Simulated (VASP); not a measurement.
Wanted: the native input for a VASP 6.6.1 run.

* Task: single point
* Functional: PBE
* Potentials or basis: VASP PAW PBE potentials, release 64 (B, N)
* Cutoff: 520 eV
* k mesh: 12 × 12 × 6
* Occupations: gaussian, width 0.05 eV
* Spin: no spin polarisation
* Dipole correction: no
* Further INCAR settings: ALGO = Normal; EDIFF = 1e-06; NBANDS = 16

The structure of BN lies in POSCAR:

```
BN
1.0
    2.5539396017      0.0000000000      0.0000000000
   -1.2769698009      2.2117765748      0.0000000000
    0.0000000000      0.0000000000      4.2268550000
B N
2 2
Direct
    0.7683948442      0.5367896883      0.9464929334
    0.3333333333      0.6666666667      0.4997240000
    0.6666666667      0.3333333333      0.6252760000
    0.3333333333      0.6666666667      0.1252760000
```

This cell differs from its parent crystal: atom 1 (B) moved by (+0.450, -0.225) A along y and z.

These files were run (other wordings do the same):

INCAR

```
SYSTEM = BN
PREC = Accurate
ENCUT = 520
EDIFF = 1E-6
ISMEAR = 0
SIGMA = 0.05
LREAL = .FALSE.
LASPH = .TRUE.
NELM = 60
ALGO = Normal
ISIF = 2
LWAVE = .FALSE.
LCHARG = .TRUE.
GGA = PE
LELF = .TRUE.
LVHAR = .TRUE.
NBANDS = 16
```

KPOINTS

```
regular mesh
0
G
  12 12 6
  0 0 0
```

Potentials or basis: VASP PAW PBE potentials, release 64 (B, N).

Launch:

```console
$ cat potpaw_PBE.64/B/POTCAR potpaw_PBE.64/N/POTCAR > POTCAR
$ mpirun -np 1 vasp_std > vasp.out
```

It gave:

| Item | Value |
| --- | --- |
| Pressure | 14.4 GPa |
| Largest force | 7.234 eV/Å |
| Band gap on the k mesh | 1.37 eV, indirect (least direct gap 3.72 eV) |

Caveat: the cell differs from its parent crystal (atom 1 (B) moved by (+0.450, -0.225) A along y and z); forces of over 1 eV/Å act on the atoms, so gaps and moduli don't describe the material at rest.

Wall time 29 s on 1 thread of AMD EPYC 9R45 (Zen 5), on a shared host, peak memory 0.16 GiB.
